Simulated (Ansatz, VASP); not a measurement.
## SrTa2O2 in VASP and in Ansatz

```
CELL_PARAMETERS angstrom
-1.85933 1.85933 6.04686
1.85933 -1.85933 6.04686
1.85933 1.85933 -6.04686
ATOMIC_POSITIONS crystal
Sr 0.00000 0.00000 0.00000
Ta 0.25000 0.75000 0.50000
Ta 0.75000 0.25000 0.50000
O 0.62992 0.62992 0.00000
O 0.37008 0.37008 0.00000
```

Change from the starting cell: species swapped into the SmCo2Si2 type (I4/mmm, No. 139).

Alike in both runs: functional PBE; k mesh 14 × 14 × 14; occupations gaussian, width 0.1 eV; no spin polarisation.

Ansatz relaxed the structure, and its values are those at the end. VASP's run is a single point on that final structure, the one shown.

|  | VASP | Ansatz |
| --- | --- | --- |
| version | VASP 6.6.1 | Ansatz 0.2.0 |
| potentials or method | VASP PAW PBE potentials, release 64 (Sr_sv, Ta_pv, O), cutoff 520 eV | scalar-relativistic, plane waves, PAW |
| valence electrons in the cell | 44 | 48 |

```csv
,VASP,Ansatz,Ansatz less VASP
gap on the k mesh at the Fermi level (eV),none,none,-
pressure (GPa),0.3,0.0,-0.29
rms of the force components (eV/Å),0.014,0.000,-0.0140
```

A gap of «none» marks a metal or a gap that the smearing closes. VASP's potentials hold 44 valence electrons a cell and Ansatz's 48, so a difference there can come from the potentials and not from the codes.

Spin-orbit coupling is off throughout.
